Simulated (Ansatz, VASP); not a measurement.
# Rh in VASP and in Ansatz

Contents of INCAR:

```
PREC = Accurate
ENCUT = 600
EDIFF = 1E-6
ISMEAR = 0
SIGMA = 0.1
LREAL = F
LASPH = T
NELM = 100
ALGO = Fast
ISIF = 3
LWAVE = F
LCHARG = F
GGA = PE
IBRION = 2
NSW = 90
EDIFFG = -0.04
```

The input KPOINTS:

```
regular mesh
0
Gamma
  6 6 4
```

File POSCAR:

```
Rh
1.0
    3.6458145549      0.0000000000      0.0000000000
    0.0000000000      3.6458145549      0.0000000000
    0.0000000000      0.0000000000      6.1964862647
Rh
5
Direct
    0.5000000000      0.0000000000      0.3031879683
    0.0000000000      0.5000000000      0.6968120317
    0.0000000000      0.5000000000      0.3031879683
    0.5000000000      0.0000000000      0.6968120317
    0.0000000000      0.0000000000      0.0000000000
```

Input for Ansatz:

```yaml
crystal:
  lattice:
    - [3.6458145549, 0.0, 0.0]
    - [0.0, 3.6458145549, 0.0]
    - [0.0, 0.0, 6.1964862647]
  atoms:
    - { symbol: Rh, position: [0.5, 0.0, 0.3031879683] }
    - { symbol: Rh, position: [0.0, 0.5, 0.6968120317] }
    - { symbol: Rh, position: [0.0, 0.5, 0.3031879683] }
    - { symbol: Rh, position: [0.5, 0.0, 0.6968120317] }
    - { symbol: Rh, position: [0.0, 0.0, 0.0] }
basis:
  ecutwfc: 420
kpoints:
  mp_grid: { grid: [6, 6, 4] }
hamiltonian:
  xc: pbe
scf:
  occupations: { method: gaussian, width: 0.1 }
  lower_state_search: "off"
output:
  forces: true
  stress: true
  eigenvalues: true
relax:
  adjacent_minimum: "off"
  f_tol: 0.04
  max_steps: 70
  cell: { stress_tol: 0.4 }
```

Alike in both runs: task relaxation of cell and atoms; functional PBE; k mesh 6 × 6 × 4; occupations gaussian, width 0.1 eV; no spin polarisation.

|  | VASP | Ansatz |
| --- | --- | --- |
| version | VASP 6.6.1 | Ansatz 0.2.0 |
| potentials or method | VASP PAW PBE potentials, release 64 (Rh_pv), cutoff 600 eV | scalar-relativistic, plane waves, PAW |
| valence electrons in the cell | 75 | 85 |

```csv
,VASP,Ansatz,Ansatz less VASP
"gap on the k mesh at the Fermi level, each at its own relaxed structure (eV)",none,none,-
relaxed volume (Å³/atom),16.48,16.47,-0.008
relaxed length of the cell vector where the two differ most in proportion (Å),6.224,6.217,-0.0074
```

A gap of «none» marks a metal or a gap that the smearing closes. VASP's potentials hold 75 valence electrons a cell and Ansatz's 85, so a difference there can come from the potentials and not from the codes.
